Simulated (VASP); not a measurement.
Nd3Si2I, 6 atoms in the cell. It takes space group P4/mmm (No. 123, tetragonal). The conventional cell has a = 5.740 Å, b = 5.740 Å, c = 8.653 Å, α = 90.00°, β = 90.00°, γ = 90.00°. Within 3.8 Å of Nd (site symmetry 4mm) lie 1 I at 2.88 Å and 1 Nd at 2.89 Å. Within 3.8 Å of Nd (site symmetry 4/mmm) lie 4 Si at 2.87 Å. Within 3.8 Å of Si (site symmetry mmm) lie 2 Nd at 2.87 Å and 2 I at 2.87 Å. I (site symmetry 4/mmm) has 4 Si at 2.87 Å and 2 Nd at 2.88 Å within 3.8 Å. The cell was generated, and may not be a known phase.

* Program: VASP 6.6.1
* Task: single point
* Functional: PBE
* Potentials or basis: VASP PAW PBE potentials, release 64 (Nd_3, Si, I), 4f in core
* Cutoff: 500 eV
* k mesh: 3 × 3 × 2
* Occupations: gaussian, width 0.15 eV
* Spin: no spin polarisation
* Dipole correction: no
* Further INCAR settings: ALGO = Normal; EDIFF = 1e-06; NBANDS = 33

Potentials or basis: VASP PAW PBE potentials, release 64 (Nd_3, Si, I), 4f in core.

The run is started by

```sh
$ cat potpaw_PBE.64/Nd_3/POTCAR potpaw_PBE.64/Si/POTCAR potpaw_PBE.64/I/POTCAR > POTCAR
$ mpirun -np 1 vasp_std > vasp.out
```

Hardware: 1 thread of Intel(R) Xeon(R) 6975P-C (Granite Rapids), with other jobs on the host.

Estimate the wall time of this run.

Run time: 30 s on 1 thread of Intel(R) Xeon(R) 6975P-C (Granite Rapids) (shared host), peak memory 0.35 GiB. Counts: scf iterations 16, k points 6.
